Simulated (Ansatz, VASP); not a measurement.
**AlN: VASP beside Ansatz**

Contents of INCAR:

```
PREC     = Accurate       # precision mode
ENCUT    = 600            # plane-wave cutoff, eV
EDIFF    = 1E-6           # SCF threshold, eV
ISMEAR   = 0              # smearing method
SIGMA    = 0.05           # smearing width, eV
LREAL    = False          # projectors in reciprocal space
LASPH    = True           # aspherical terms in the spheres
NELM     = 120            # most SCF steps
ALGO     = Normal         # electronic algorithm
ISIF     = 2              # what is computed and relaxed
LWAVE    = False          # write WAVECAR
LCHARG   = False          # write CHGCAR
GGA      = PE             # functional
NBANDS   = 26             # bands
GGA_COMPAT= False
```

Contents of KPOINTS:

```
Automatic mesh
0
Gamma
  8 4 4
```

The input POSCAR:

```
AlN
1.0
   -3.1302395626      0.0000000000      0.0000000000
    0.0000000000      0.0000000000     -5.0179796547
    0.0000000000     -5.4217339622      0.0000000000
Al N
4 4
Direct
    0.5234193132      1.0088376099      0.1621348533
    0.0234193132      1.0088376099      0.6621348533
    0.0234193132      0.5088376099      0.3288015199
    0.5234193132      0.5088376099      0.8288015199
    0.5234193132      0.6272950449      0.1621348533
   -0.1639351922      0.5427644257      0.6983893608
    0.0234193132      0.1272950449      0.3288015199
    0.5234193132      0.1272950449      0.8288015199
```

Input for Ansatz:

```yaml
crystal:
  lattice:
    - [-3.1302395626, 0.0, 0.0]
    - [0.0, 0.0, -5.0179796547]
    - [0.0, -5.4217339622, 0.0]
  atoms:
    - { symbol: Al, position: [0.5234193132, 1.0088376099, 0.1621348533] }
    - { symbol: Al, position: [0.0234193132, 1.0088376099, 0.6621348533] }
    - { symbol: Al, position: [0.0234193132, 0.5088376099, 0.3288015199] }
    - { symbol: Al, position: [0.5234193132, 0.5088376099, 0.8288015199] }
    - { symbol: "N", position: [0.5234193132, 0.6272950449, 0.1621348533] }
    - { symbol: "N", position: [-0.1639351922, 0.5427644257, 0.6983893608] }
    - { symbol: "N", position: [0.0234193132, 0.1272950449, 0.3288015199] }
    - { symbol: "N", position: [0.5234193132, 0.1272950449, 0.8288015199] }
basis:
  ecutwfc: 420
kpoints:
  mp_grid: { grid: [8, 4, 4] }
hamiltonian:
  xc: pbe
scf:
  occupations: { method: gaussian, width: 0.05 }
output:
  forces: true
  stress: true
  eigenvalues: true
```

Change from the starting cell: atom 6 moved 0.75 Å.

Alike in both runs: task single point; functional PBE; k mesh 8 × 4 × 4; occupations gaussian, width 0.05 eV; no spin polarisation.

```csv
,VASP,Ansatz
version,VASP 6.6.1,Ansatz 0.2.0
potentials or method,"VASP PAW PBE potentials, release 64 (Al, N), cutoff 600 eV","scalar-relativistic, plane waves, PAW"
valence electrons in the cell,32,32
```

```tsv
	VASP	Ansatz	Ansatz less VASP
gap on the k mesh at the Fermi level (eV)	2.98	3.00	+0.017
least direct gap on the mesh (eV)	2.98	3.00	+0.017
rms of the force components (eV/Å)	16.223	17.268	+1.0450
```

Atom by atom the forces differ by 1.048 eV/Å (rms over components).
